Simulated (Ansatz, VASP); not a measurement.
Two plane-wave programs on TaSi2

Contents of INCAR:

```
ALGO = Normal
EDIFF = 1E-7
ENCUT = 520
GGA = PS
ISIF = 2
ISMEAR = 0
LASPH = T
LCHARG = F
LREAL = F
LWAVE = F
NBANDS = 38
NELM = 80
PREC = Accurate
SIGMA = 0.15
```

File KPOINTS:

```
k-points
0
Gamma
  12 12 6
```

The input POSCAR:

```
TaSi2
1.0
    4.7608595319      0.0000000000      0.0000000000
   -2.3804297659      4.1230252985      0.0000000000
    0.0000000000      0.0000000000      6.7196787534
Ta Si
3 6
Direct
    0.5000000000      0.0000000000      0.5000000000
    0.5000000000      0.5000000000      0.8333333333
    0.0000000000      0.5000000000      0.1666666667
    0.1592675430      0.3185350860      0.5000000000
    0.8407324570      0.1592675430      0.8333333333
    0.6814649140      0.8407324570      0.1666666667
    0.8407324570      0.6814649140      0.5000000000
    0.1592675430      0.8407324570      0.8333333333
    0.3185350860      0.1592675430      0.1666666667
```

Input for Ansatz:

```yaml
crystal:
  lattice:
    - [4.7608595319, 0.0, 0.0]
    - [-2.3804297659, 4.1230252985, 0.0]
    - [0.0, 0.0, 6.7196787534]
  atoms:
    - { symbol: Ta, position: [0.5, 0.0, 0.5] }
    - { symbol: Ta, position: [0.5, 0.5, 0.8333333333] }
    - { symbol: Ta, position: [0.0, 0.5, 0.1666666667] }
    - { symbol: Si, position: [0.159267543, 0.318535086, 0.5] }
    - { symbol: Si, position: [0.840732457, 0.159267543, 0.8333333333] }
    - { symbol: Si, position: [0.681464914, 0.840732457, 0.1666666667] }
    - { symbol: Si, position: [0.840732457, 0.681464914, 0.5] }
    - { symbol: Si, position: [0.159267543, 0.840732457, 0.8333333333] }
    - { symbol: Si, position: [0.318535086, 0.159267543, 0.1666666667] }
basis:
  ecutwfc: 420
kpoints:
  mp_grid: { grid: [12, 12, 6] }
hamiltonian:
  xc: pbesol
scf:
  occupations: { method: gaussian, width: 0.15 }
output:
  forces: true
  stress: true
  eigenvalues: true
```

Change from the starting cell: strain +0.000 along x and y, +0.025 along z, atoms carried along.

Alike in both runs: task single point; functional PBEsol; k mesh 12 × 12 × 6; occupations gaussian, width 0.15 eV; no spin polarisation.

|  | VASP | Ansatz |
| --- | --- | --- |
| version | VASP 6.6.1 | Ansatz 0.2.0 |
| potentials or method | VASP PAW PBE potentials, release 64 (Ta_pv, Si), cutoff 520 eV | scalar-relativistic, plane waves, PAW |
| valence electrons in the cell | 57 | 63 |

```tsv
	VASP	Ansatz	Ansatz less VASP
gap on the k mesh at the Fermi level (eV)	none	none	-
pressure (GPa)	-4.8	-5.0	-0.28
traceless stress, the component that is largest in VASP (GPa)	-5.50	-5.54	-0.047
rms of the force components (eV/Å)	0.042	0.042	+0.0005
```

VASP's potentials were made for PBE, not for PBEsol. Atom by atom the forces differ by 0.000 eV/Å (rms over components). A gap of «none» marks a metal or a gap that the smearing closes. VASP's potentials hold 57 valence electrons a cell and Ansatz's 63, so a difference there can come from the potentials and not from the codes.

Neither program's run includes spin-orbit coupling.
